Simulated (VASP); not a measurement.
Wanted: the native input for a VASP 6.6.1 run.

```
Task                   : single point
Functional             : PBE
Dispersion             : D3(BJ)
Potentials or basis    : VASP PAW PBE potentials, release 64 (Cl)
Cutoff                 : 520 eV
k mesh                 : 4 × 8 × 4
Occupations            : gaussian, width 0.02 eV
Spin                   : no spin polarisation
Dipole correction      : no
Further INCAR settings : ALGO = Normal; EDIFF = 1e-07; NBANDS = 38
```

The structure of Cl lies in POSCAR:

```
Cl
1.0
    6.6161782574      0.0000000000      0.0000000000
    0.0000000000      4.0840390090      0.0000000000
    0.0000000000      0.0000000000      7.9708123820
Cl
8
Direct
    0.5000000000      0.3755227787      0.1089019662
    0.5000000000      0.8755227787      0.3910980338
    0.5000000000      0.6244772213      0.8910980338
    0.5000000000      0.1244772213      0.6089019662
    0.0000000000      0.8755227787      0.1089019662
    0.0000000000      0.3755227787      0.3910980338
    0.0000000000      0.1244772213      0.8910980338
    0.0000000000      0.6244772213      0.6089019662
```

This cell differs from its parent crystal: uniaxial strain along c: -1.5 %.

These files were run (other wordings do the same):

INCAR

```
SYSTEM = Cl
  PREC = Accurate
  ENCUT = 520
  EDIFF = 1E-7
  ISMEAR = 0
  SIGMA = 0.02
  LREAL = .FALSE.
  LASPH = .TRUE.
  NELM = 80
  ALGO = Normal
  ISIF = 2
  LWAVE = .FALSE.
  LCHARG = .FALSE.
  GGA = PE
  IVDW = 12
  NBANDS = 38
```

KPOINTS

```
Automatic mesh
0
G
  4 8 4
  0 0 0
```

Potentials or basis: VASP PAW PBE potentials, release 64 (Cl).

Launch:

```bash
$ cat potpaw_PBE.64/Cl/POTCAR > POTCAR
$ mpirun -np 1 vasp_std > vasp.out
```

It gave:

The pressure is 0.5 GPa. The largest force is 0.140 eV/Å and the band gap on the k mesh is 2.42 eV. The dispersion energy per atom is -0.164 eV.

Caveat: the cell differs from its parent crystal (uniaxial strain along c: -1.5 %).

It took 5.1 min on 1 thread of Intel(R) Xeon(R) Platinum 8488C (Sapphire Rapids) (shared host), peak memory 0.43 GiB.
